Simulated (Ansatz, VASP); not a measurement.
# One calculation of MnCo, two programs

```xyz
2
Lattice="2.8536 0.0000 0.0000 0.0000 2.8536 0.0000 0.0000 0.0000 2.8536" Properties=species:S:1:pos:R:3 pbc="T T T"
Mn    0.0000    0.0000    0.0000
Co    1.4268    1.4268    1.4268
```

Alike in both runs: task single point; functional LDA; k mesh 10 × 10 × 10; occupations fermi-dirac, width 0.02 eV; collinear spin.

```csv
,VASP,Ansatz
version,VASP 6.6.1,Ansatz 0.2.0
potentials or method,"VASP PAW LDA potentials, release 64 (Mn_pv, Co), cutoff 520 eV","plane waves, PAW"
valence electrons in the cell,22,32
```

|  | VASP | Ansatz | Ansatz less VASP |
| --- | --- | --- | --- |
| gap on the k mesh at the Fermi level (eV) | none | none | - |
| net moment per atom (μB) | 2.00 | 2.01 | +0.004 |
| size of the moment on the site where the two differ most (μB) | 1.23 | 1.26 | +0.034 |

LDA's correlation is that of Perdew and Zunger in VASP and of Perdew and Wang (1992) in Ansatz. Site moments also hang on the region over which each program counts them. A gap of «none» marks a metal or a gap that the smearing closes. VASP's potentials hold 22 valence electrons a cell and Ansatz's 32, so a difference there can come from the potentials and not from the codes.
